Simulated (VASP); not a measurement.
Runs of VASP 6.6.1 on Sc. The structure is that of space group P6_3/mmc (No. 194), or close to it. The cells are those of the table. 

```tsv
task	cell	k mesh	cutoff (eV)	gap on the mesh (eV)	pressure (GPa)	relaxed volume (Å³/atom)
relaxation of cell and atoms	relaxed from a = 5.149, b = 5.149, c = 4.703 Å, angles 90.0, 90.0, 120.0°, 4 atoms	6 × 6 × 4	600	none	0.0	27.54
single point	a = 5.101, b = 5.101, c = 4.879 Å, angles 90.0, 90.0, 120.0°, 4 atoms	6 × 6 × 4	520	none	0.0	-
single point	a = 5.101, b = 5.101, c = 4.879 Å, angles 90.0, 90.0, 120.0°, 4 atoms	12 × 12 × 10	520	none	0.1	-
single point	a = 3.576, b = 3.576, c = 9.739 Å, angles 90.0, 90.0, 120.0°, 4 atoms	6 × 6 × 2	520	none	(a)	-
relaxation of cell and atoms	relaxed from a = 3.576, b = 3.576, c = 9.739 Å, angles 90.0, 90.0, 120.0°, 4 atoms	6 × 6 × 2	600	none	0.0	26.99
single point	a = 5.149, b = 5.149, c = 4.703 Å, angles 90.0, 90.0, 120.0°, 4 atoms	6 × 6 × 2	520	none	(b)	-
```

Alike in all rows: level PBE; potentials or basis VASP PAW PBE potentials, release 64 (Sc_sv); no spin polarisation; smearing gaussian 0.1 eV.

Task: Estimate the missing entries.

Result: (a) 19.3; (b) 0.2.

Caveats: some runs use coarse meshes; atoms lie so close that the PAW spheres overlap strongly, which falsifies energies and pressures (at least some runs); the stress differs along the axes, from -7 to 32 GPa (at least some runs); a cell axis changed by over 15 % at a fixed basis, so the end point is rough (at least some runs).

A gap of «none» marks levels without a gap at the run's occupations.
